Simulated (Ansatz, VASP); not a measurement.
## Two plane-wave programs on NaI

```
CELL_PARAMETERS angstrom
3.23335 3.23335 0.00000
-3.23335 3.23335 0.00000
0.00000 3.23335 3.23335
ATOMIC_POSITIONS crystal
Na 0.00000 0.00000 0.00000
I 0.50000 0.50000 0.00000
```

Alike in both runs: task single point; functional r2SCAN; k mesh 6 × 6 × 6; no spin polarisation.

```csv
,VASP,Ansatz
version,VASP 6.6.1,Ansatz 0.2.0
potentials or method,"VASP PAW PBE potentials, release 64 (Na_pv, I)","PAW with Ansatz's default frozen-core files, scalar-relativistic"
plane-wave cutoff (eV),520,500
occupations,"gaussian, width 0.01 eV",fixed
valence electrons in the cell,14,26
```

|  | VASP | Ansatz | Ansatz less VASP |
| --- | --- | --- | --- |
| gap on the k mesh at the Fermi level (eV) | 4.45 | 4.44 | -0.009 |
| pressure (GPa) | -0.1 | 0.0 | +0.09 |

VASP's potentials were made for PBE, not for r2SCAN. VASP's potentials hold 14 valence electrons a cell and Ansatz's 26, so a difference there can come from the potentials and not from the codes.

Spin-orbit coupling is off throughout.
